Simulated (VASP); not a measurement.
# LiH (Fm-3m) in VASP: a series of runs, part 2 of 2

VASP 6.6.1. Earlier steps stand in the parts before.

## 3. Single point, PBE0

POSCAR reads:

```
LiH
1.0
    0.0000000000      1.9984726919      1.9984726919
    1.9984726919      0.0000000000      1.9984726919
    1.9984726919      1.9984726919      0.0000000000
Li H
1 1
Direct
    0.0000000000      0.0000000000      0.0000000000
    0.5000000000      0.5000000000      0.5000000000
```

INCAR.step1 reads:

```
SYSTEM = LiH
PREC = Accurate
ENCUT = 520
EDIFF = 1E-5
ISMEAR = 0
SIGMA = 0.01
LREAL = .FALSE.
LASPH = .TRUE.
NELM = 80
ALGO = Normal
ISIF = 2
LWAVE = .TRUE.
GGA = PE
NBANDS = 9
```

INCAR.step2 reads:

```
SYSTEM = LiH
PREC = Accurate
ENCUT = 520
EDIFF = 1E-7
ISMEAR = 0
SIGMA = 0.01
LREAL = .FALSE.
LASPH = .TRUE.
NELM = 80
ALGO = Normal
ISIF = 2
LWAVE = .FALSE.
LCHARG = .TRUE.
GGA = PE
LHFCALC = .TRUE.
AEXX = 0.25
PRECFOCK = Normal
LELF = .TRUE.
LVHAR = .TRUE.
ISTART = 1
NBANDS = 9
```

KPOINTS reads:

```
regular mesh
0
G
  8 8 8
  0 0 0
```

Potentials or basis: VASP PAW PBE potentials, release 64 (Li_sv, H).

Command:

```sh
> cat potpaw_PBE.64/Li_sv/POTCAR potpaw_PBE.64/H/POTCAR > POTCAR
> cp INCAR.step1 INCAR
> mpirun -np 1 vasp_std > vasp.out
> cp INCAR.step2 INCAR
> mpirun -np 1 vasp_std > vasp.out
```

OUTCAR:

```text
SYSTEM = LiH
   PREC = Accurate
   ENCUT = 520
   EDIFF = 1E-7
   ISMEAR = 0
   LREAL = .FALSE.
   LASPH = .TRUE.
   NELM = 80
   ISIF = 2
   GGA = PE
   LHFCALC = .TRUE.
   AEXX = 0.25
   PRECFOCK = Normal
   ISTART = 1

 ion  position               nearest neighbor table
   1  0.000  0.000  0.000-
   2  0.500  0.500  0.500-

  LATTYP: Found a face centered cubic cell.
 ALAT       =     3.9969453838

  Lattice vectors:

 A1 = (   0.0000000000,   1.9984726919,   1.9984726919)
 A2 = (   1.9984726919,   0.0000000000,   1.9984726919)
 A3 = (   1.9984726919,   1.9984726919,   0.0000000000)

Analysis of symmetry for initial positions (statically):
=====================================================================
 Subroutine PRICEL returns:
 Original cell was already a primitive cell.

 Routine SETGRP: Setting up the symmetry group for a
 face centered cubic supercell.

 Subroutine GETGRP returns: Found 48 space group operations
 (whereof 48 operations were pure point group operations)
 out of a pool of 48 trial point group operations.

The static configuration has the point symmetry O_h .

Analysis of symmetry for dynamics (positions and initial velocities):
=====================================================================
 Subroutine PRICEL returns:
 Original cell was already a primitive cell.

 Routine SETGRP: Setting up the symmetry group for a
 face centered cubic supercell.

 Subroutine GETGRP returns: Found 48 space group operations
 (whereof 48 operations were pure point group operations)
 out of a pool of 48 trial point group operations.

The dynamic configuration has the point symmetry O_h .

 Subroutine INISYM returns: Found 48 space group operations
 (whereof 48 operations are pure point group operations),
 and found     1 'primitive' translations

----------------------------------------------------------------------------------------

                                     Primitive cell

  volume of cell :      15.9634

  direct lattice vectors                    reciprocal lattice vectors
[... 116 lines left out ...]
   NKREDX  =     1    reduce k-point grid by
   NKREDY  =     1    reduce k-point grid by
   NKREDZ  =     1    reduce k-point grid by
   AEXX    =    0.2500 exact exchange contribution
   HFSCREEN=    0.0000 screening length (either q_TF or 0.3 A-1)
   HFSCREENC=   0.0000 screening length for correlation (either q_TF or 0.3 A-1)
   ENCUTFOCK=  -1.0 apply spherical cutoff to Coloumb kernel
   IVDW    =     0    specifies the selected vdW correction
   LEPSILON=     F    determine dielectric tensor
   LRPA    =     F    only Hartree local field effects (RPA)
 non-spin polarized calculation
 Gauss-broadening in eV      SIGMA  =   0.01
  energy-cutoff  :      520.00
  volume of cell :       15.96
 maximum number of plane-waves:       445
 NGX is ok and might be reduce to    24
  NGX = 16; NGY = 16; NGZ = 16

 number of electron       3.9999996 magnetization

 Free energy of the ion-electron system (eV)
  ---------------------------------------------------
  ext. energy  EPLUGINS =         0.00000000
  ---------------------------------------------------
  free energy    TOTEN  =        -7.13719190 eV

  energy without entropy =       -7.13719190  energy(sigma->0) =       -7.13719190

 E-fermi :  -0.7768     XC(G=0):  -6.7541

 val. band max:       -0.9265667506   @ k =   0.5000   0.5000   0.0000
 cond. band min:       3.7433640488   @ k =   0.5000   0.5000   0.0000
 fundamental gap:      4.6699307994
 Fermi energy:        -0.7767599153

 k-point     1 :       0.0000    0.0000    0.0000
  band No.  band energies     occupation
      1     -48.2651      2.00000
      2      -7.1084      2.00000
      3      17.8899      0.00000
      4      19.4094      0.00000
      5      19.4094      0.00000
      6      19.4094      0.00000
      7      24.0067      0.00000
      8      24.0067      0.00000
      9      24.0067      0.00000
[... 265 lines left out ...]
 k-point    24 :      -0.3750    0.2500    0.1250
  band No.  band energies     occupation
      1     -48.2049      2.00000
      2      -2.8333      2.00000
      3       5.9824      0.00000
      4      10.0051      0.00000
      5      14.6415      0.00000
      6      17.9250      0.00000
      7      24.6330      0.00000
      8      27.7695      0.00000
      9      28.8984      0.00000

 [... further k-points ...]
[... 5 lines left out ...]
  --------------------------------------------------------------------------------------
  -------------------------------------------------------------------------------------
  Total       -0.0367515     -0.0367515     -0.0367515      0.0000000      0.0000000     -0.0000000
  in kB       -3.6885916     -3.6885916     -3.6885916      0.0000000      0.0000000     -0.0000000
  external PRESSURE =      -3.6885916 kB  Pullay stress =       0.0000000 kB

 VOLUME and BASIS-vectors are now :
 -----------------------------------------------------------------------------
  energy-cutoff  :      520.00
  volume of cell :       15.96
      direct lattice vectors                 reciprocal lattice vectors
     0.000000000  1.998472692  1.998472692    -0.250191059  0.250191059  0.250191059
     1.998472692  0.000000000  1.998472692     0.250191059 -0.250191059  0.250191059
     1.998472692  1.998472692  0.000000000     0.250191059  0.250191059 -0.250191059

 POSITION                                       TOTAL-FORCE (eV/Angst)
 -----------------------------------------------------------------------------------
      0.00000      0.00000      0.00000         0.000000      0.000000     -0.000000
      1.99847      1.99847      1.99847        -0.000000     -0.000000      0.000000
 -----------------------------------------------------------------------------------
    total drift:                               -0.000000     -0.000000     -0.000000

  FREE ENERGIE OF THE ION-ELECTRON SYSTEM (eV)
  ---------------------------------------------------
  free  energy   TOTEN  =        -7.1371918968 eV

  energy  without entropy=       -7.1371918968  energy(sigma->0) =       -7.13719190
```

OUTCAR.step1:

```text
SYSTEM = LiH
   PREC = Accurate
   ENCUT = 520
   EDIFF = 1E-5
   ISMEAR = 0
   LREAL = .FALSE.
   LASPH = .TRUE.
[... 510 lines left out ...]
      0.00000      0.00000      0.00000         0.000000     -0.000000     -0.000000
      1.99847      1.99847      1.99847        -0.000000      0.000000      0.000000
 -----------------------------------------------------------------------------------
    total drift:                                0.000000     -0.000000     -0.000000

  FREE ENERGIE OF THE ION-ELECTRON SYSTEM (eV)
  ---------------------------------------------------
  free  energy   TOTEN  =        -6.1268293035 eV

  energy  without entropy=       -6.1268293035  energy(sigma->0) =       -6.12682930
```

It took 6.7 min on 1 thread of Intel Xeon 8259CL, shared host; peak memory 0.14 GiB.

What came out:

```
Free energy            : -7.1372 eV
Band gap on the k mesh : 4.67 eV
```

Levels at points of the mesh, in eV from the valence-band top:
```
           k point  band 1  band 2  band 3  band 4  band 5  band 6  band 7
(0.00, 0.00, 0.00)  -47.34   -6.18   18.82   20.34   20.34   20.34   24.93
(0.50, 0.00, 0.00)  -47.29   -2.95    6.71   16.09   18.86   18.86   21.48
(0.50, 0.50, 0.00)  -47.27    0.00    4.67   12.98   12.98   16.07   19.82
```

Caveat: the cutoff is under 1.25 times the usual one of these potentials, so pressure, stress and relaxed cells hold a basis-set (Pulay) error; the PAW data sets were made with another functional, which shifts forces and pressure a little. A k mesh can miss the band edges.

## 4. Single point, r2SCANh

POSCAR is that of step 3.

INCAR.step1 reads:

```
SYSTEM = LiH
ALGO     = Normal         ! electronic algorithm
EDIFF    = 1E-5           ! SCF threshold, eV
ENCUT    = 520            ! plane-wave cutoff, eV
GGA      = PE             ! functional
ISIF     = 2              ! what is computed and relaxed
ISMEAR   = 0              ! smearing method
LASPH    = .TRUE.         ! aspherical terms in the spheres
LCHARG   = .FALSE.        ! write CHGCAR
LREAL    = .FALSE.        ! projectors in reciprocal space
LWAVE    = .TRUE.         ! write WAVECAR
NBANDS   = 9              ! bands
NELM     = 60             ! most SCF steps
PREC     = Accurate       ! precision mode
SIGMA    = 0.01           ! smearing width, eV
```

INCAR.step2 reads:

```
SYSTEM = LiH
AEXX     = 0.1            ! exact-exchange fraction
ALGO     = Normal         ! electronic algorithm
EDIFF    = 1E-6           ! SCF threshold, eV
ENCUT    = 520            ! plane-wave cutoff, eV
ISIF     = 2              ! what is computed and relaxed
ISMEAR   = 0              ! smearing method
ISTART   = 1            
LASPH    = .TRUE.         ! aspherical terms in the spheres
LCHARG   = .FALSE.        ! write CHGCAR
LHFCALC  = .TRUE.         ! exact exchange
LMIXTAU  = .TRUE.       
LREAL    = .FALSE.        ! projectors in reciprocal space
LWAVE    = .FALSE.        ! write WAVECAR
METAGGA  = R2SCAN         ! meta-GGA
NBANDS   = 9              ! bands
NELM     = 60             ! most SCF steps
PREC     = Accurate       ! precision mode
PRECFOCK = Normal       
SIGMA    = 0.01           ! smearing width, eV
```

KPOINTS reads:

```
k-points
0
G
  8 8 8
  0 0 0
```

Command:

```sh
> cat potpaw_PBE.64/Li_sv/POTCAR potpaw_PBE.64/H/POTCAR > POTCAR
> cp INCAR.step1 INCAR
> mpirun -np 1 vasp_std > vasp.out
> cp INCAR.step2 INCAR
> mpirun -np 1 vasp_std > vasp.out
```

Run time: 11 min. Hardware: 1 thread of Intel Xeon 8259CL, shared host; peak memory 0.15 GiB.

The run converged. Its results:

| Item | Value |
| --- | --- |
| Free energy | -7.1314 eV |
| Band gap on the k mesh | 4.19 eV |

Levels at points of the mesh, in eV from the valence-band top:
```tsv
k point	band 1	band 2	band 3	band 4	band 5	band 6	band 7
(0.00, 0.00, 0.00)	-46.80	-5.75	18.55	20.28	20.28	20.28	24.64
(0.50, 0.00, 0.00)	-46.75	-2.77	6.30	15.77	18.96	18.96	20.72
(0.50, 0.50, 0.00)	-46.73	0.00	4.19	12.53	12.53	15.76	19.98
```

Caveat: the cutoff is under 1.25 times the usual one of these potentials, so pressure, stress and relaxed cells hold a basis-set (Pulay) error; the PAW data sets were made with another functional, which shifts forces and pressure a little. A k mesh can miss the band edges.

## 5. Summary

| level | share of exact exchange | screening parameter | gap on the mesh (eV) |
| --- | --- | --- | --- |
| HSE06 | 0.25 | 0.2079 1/Å | 3.96 |
| PBE0 | 0.25 | - | 4.67 |
| r2SCANh | 0.1 | - | 4.19 |

Alike in all rows: task single point; potentials or basis VASP PAW PBE potentials, release 64 (Li_sv, H); no spin polarisation; cell as given; k mesh 8 × 8 × 8; cutoff (eV) 520; smearing gaussian 0.01 eV.

On the cell as given the gap runs from 3.96 eV (HSE06) to 4.67 eV (PBE0).

Caveats: the cutoff is under 1.25 times the usual one of these potentials, so pressure, stress and relaxed cells hold a basis-set (Pulay) error; the PAW data sets were made with another functional, which shifts forces and pressure a little.

Total energies depend on the potentials used, so only differences within one code and one set of settings carry meaning.
